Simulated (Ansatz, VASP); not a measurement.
**One calculation of MnO, two programs**

```
CELL_PARAMETERS angstrom
0.00000 2.22391 2.22391
2.22391 0.00000 2.22391
2.22391 2.22391 0.00000
ATOMIC_POSITIONS crystal
Mn 0.00000 0.00000 0.00000
O 0.50000 0.50000 0.50000
```

Alike in both runs: functional PBEsol; k mesh 10 × 10 × 10; occupations fermi-dirac, width 0.05 eV; collinear spin; Hubbard terms Mn d U = 8.0 eV.

```csv
,VASP,Ansatz
version,VASP 6.6.1,Ansatz 0.2.0
potentials or method,"VASP PAW PBE potentials, release 64 (Mn_pv, O)",Ansatz PAW
plane-wave cutoff (eV),520,420
valence electrons in the cell,19,21
task,single point,band structure
```

|  | VASP | Ansatz | Ansatz less VASP |
| --- | --- | --- | --- |
| gap on the k mesh at the Fermi level (eV) | 0.84 | 0.54 | -0.303 |
| least direct gap on the mesh (eV) | 2.60 | 2.40 | -0.203 |
| pressure (GPa) | 3.1 | 7.4 | +4.24 |
| net moment per atom (μB) | 2.50 | 2.50 | 0.000 |
| size of the moment on the site where the two differ most (μB) | 4.72 | 4.33 | -0.392 |

VASP's potentials were made for PBE, not for PBEsol. Site moments also hang on the region over which each program counts them. The programs project onto different local orbitals, so the same U acts differently, and such runs can settle in different states. VASP's potentials hold 19 valence electrons a cell and Ansatz's 21, so a difference there can come from the potentials and not from the codes.

Noted on Ansatz's run: the magnetic or orbital state may not be the lowest.
